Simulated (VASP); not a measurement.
A run of VASP 6.6.1 is set up as follows.

The input INCAR:

```
PREC = Accurate
ENCUT = 520
EDIFF = 1E-6
ISMEAR = -1
SIGMA = 0.05
LREAL = Auto
LASPH = True
NELM = 80
ALGO = Normal
ISIF = 2
LWAVE = False
LCHARG = True
GGA = PE
LELF = True
LVHAR = True
NBANDS = 38
```

KPOINTS

```
Automatic mesh
0
Gamma
  4 4 4
```

File POSCAR:

```
Li16H
1.0
    6.9800000000      0.0000000000      0.0000000000
    0.0000000000      6.9800000000      0.0000000000
    0.0000000000      0.0000000000      6.9800000000
Li H
16 1
Direct
   -0.0029296562     -0.0000147564      0.0287786533
    0.5206224928     -0.0000071633     -0.0152232092
    0.0088452722      0.4999780802      0.0101776504
   -0.0022567335     -0.0000207736      0.4710879656
    0.2538393983      0.2248517192      0.2509197708
    0.4836236390      0.4999932665     -0.0101323782
    0.5204775072     -0.0000078797      0.5146587393
    0.7283100287      0.2657613181      0.2504091691
    0.0091242120      0.4999752149      0.4898825215
    0.2538216332      0.7751554441      0.2509256447
    0.2396415473      0.2393001433      0.7511902579
    0.4839916905      0.4999911175      0.5110280802
    0.7283070201      0.7342449857      0.2504097421
    0.7675203438      0.2574260745      0.7503561605
    0.2396328080      0.7607010029      0.7511934097
    0.7675101719      0.7425532951      0.7503583095
    0.1286681948      0.0000232092      0.2488878223
```

Potentials or basis: VASP PAW PBE potentials, release 64 (Li_sv, H).

Command:

```bash
$ cat potpaw_PBE.64/Li_sv/POTCAR potpaw_PBE.64/H/POTCAR > POTCAR
$ mpirun -np 1 vasp_std > vasp.out
```

Q: What does it give for the largest force?

A: 0.025 eV/Å.

Q: Predict the band gap on the k mesh.

A: Zero (an odd number of electrons rules out a gap without spin polarisation).

Forces in eV/Å, atoms in the order of the input:
```
Li  -0.014  0.000 -0.018
Li  -0.010  0.000 -0.002
Li  -0.007  0.001  0.003
Li  -0.011  0.000  0.014
Li   0.012  0.002 -0.010
Li  -0.002  0.000  0.004
Li  -0.009  0.000  0.020
Li   0.008  0.005 -0.003
Li  -0.008  0.000  0.008
Li   0.012 -0.003 -0.010
Li   0.008  0.002 -0.010
Li  -0.008  0.000  0.001
Li   0.008 -0.005 -0.003
Li   0.006  0.006 -0.003
Li   0.008 -0.003 -0.010
Li   0.006 -0.006 -0.004
H    0.002 -0.001  0.025
```
